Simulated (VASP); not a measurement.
**Zr2B: relaxation of cell and atoms with PBE**

Zr2B:

```
Zr B
1.0
     3.42191    0.00000    0.00000
    -1.71096    2.96346    0.00000
     0.00000    0.00000    5.57157
Zr B
2 1
Cartesian
  0.0000 1.9756 1.3099
  1.7110 0.9878 4.2616
  0.0000 0.0000 0.0000
```

The cell was built from a structure type or drawn by symmetry, and may not be a known phase.

- Program: VASP 6.6.1
- Task: relaxation of cell and atoms
- Functional: PBE
- Potentials or basis: VASP PAW PBE potentials, release 64 (Zr_sv, B)
- Cutoff: 600 eV
- k mesh: 18 × 18 × 8
- Occupations: gaussian, width 0.1 eV
- Spin: no spin polarisation
- Dipole correction: no
- Further INCAR settings: ALGO = Fast; EDIFF = 1e-06; IBRION = 2; EDIFFG = -0.01; NSW = 100; ISIF = 3

- Relaxed volume: 18.90 Å³/atom
- Relaxed cell: a = 3.428 Å, b = 3.428 Å, c = 5.571 Å, α = 90.00°, β = 90.00°, γ = 120.00°
- Space group after relaxing (to 0.1 Å): P-3m1 (No. 164)
- Energy gained by relaxing: 0.1 meV/atom
- Ionic steps: 6
- Pressure after relaxing: 0.0 GPa
- Band gap on the k mesh: zero (an odd number of electrons rules out a gap without spin polarisation)

The path:
| step | energy change (eV) | largest force (eV/Å) | pressure (GPa) | volume (Å³) |
| --- | --- | --- | --- | --- |
| 1 | 0.0000 | 0.0107 | 0.44 | 56.50 |
| 2 | 0.0000 | 0.0475 | -0.43 | 56.92 |
| 3 | -0.0003 | 0.0195 | -0.06 | 56.71 |
| 4 | -0.0003 | 0.0162 | 0.00 | 56.70 |
| 5 | -0.0003 | 0.0169 | -0.01 | 56.71 |
| 6 | -0.0004 | 0.0006 | 0.02 | 56.71 |

Final structure:
```xyz
3
Lattice="3.4284 0.0000 0.0000 -1.7142 2.9691 0.0000 0.0000 0.0000 5.5707" Properties=species:S:1:pos:R:3 pbc="T T T"
Zr    0.0000    1.9794    1.3093
Zr    1.7142    0.9897    4.2615
B     3.4284    0.0000    0.0000
```

Levels at points of the mesh, in eV from the Fermi level:
| k point | band 10 | band 11 | band 12 | band 13 | band 14 | band 15 | band 16 | band 17 |
| --- | --- | --- | --- | --- | --- | --- | --- | --- |
| (0.00, 0.00, 0.00) | -3.46 | -1.02 | -0.76 | -0.76 | 1.38 | 1.72 | 1.72 | 2.32 |
| (0.50, 0.00, 0.00) | -3.16 | -1.32 | -1.09 | -0.90 | -0.33 | 0.71 | 4.16 | 4.52 |
| (0.00, 0.00, 0.50) | -4.22 | -0.91 | -0.91 | -0.52 | 0.56 | 1.27 | 1.27 | 3.33 |
| (0.50, 0.00, 0.50) | -3.19 | -1.36 | -0.58 | -0.55 | 0.12 | 0.39 | 2.71 | 3.68 |

Run time: 13 min on 1 thread of AMD EPYC 9R45 96-Core Processor (Zen 5), with other jobs on the host, peak memory 0.4 GiB.
